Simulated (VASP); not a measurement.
A run of VASP 6.6.1 is set up as follows.

INCAR

```
PREC     = Accurate       # precision mode
ENCUT    = 520            # plane-wave cutoff, eV
EDIFF    = 1E-6           # SCF threshold, eV
ISMEAR   = -1             # smearing method
SIGMA    = 0.05           # smearing width, eV
LREAL    = False          # projectors in reciprocal space
LASPH    = True           # aspherical terms in the spheres
NELM     = 60             # most SCF steps
ALGO     = Normal         # electronic algorithm
ISIF     = 2              # what is computed and relaxed
LWAVE    = False          # write WAVECAR
LCHARG   = True           # write CHGCAR
GGA      = PE             # functional
LELF     = True           # ELF
LVHAR    = True         
NBANDS   = 21             # bands
```

KPOINTS

```
regular mesh
0
Gamma
  13 13 13
```

The input POSCAR:

```
Sn
1.0
   -2.8449954717      2.8449954717      1.5429257662
    2.8449954717     -2.8449954717      1.5429257662
    2.8449954717      2.8449954717     -1.5429257662
Sn
2
Direct
   -0.3750000000     -0.1250000000     -0.2500000000
    0.3750000000      0.1250000000      0.2500000000
```

Potentials or basis: VASP PAW PBE potentials, release 64 (Sn_d).

The run is started by

```console
$ cat potpaw_PBE.64/Sn_d/POTCAR > POTCAR
$ mpirun -np 1 vasp_std > vasp.out
```

**Question.** Estimate the band gap on the k mesh.

**Answer.** Zero (bands 14 and 15 overlap by 4.56 eV).

**Question.** Estimate the pressure.

**Answer.** 8.3 GPa.

Caveat: the cell stands under pressure; spin-orbit coupling is left out, which moves the levels of the heavy elements.
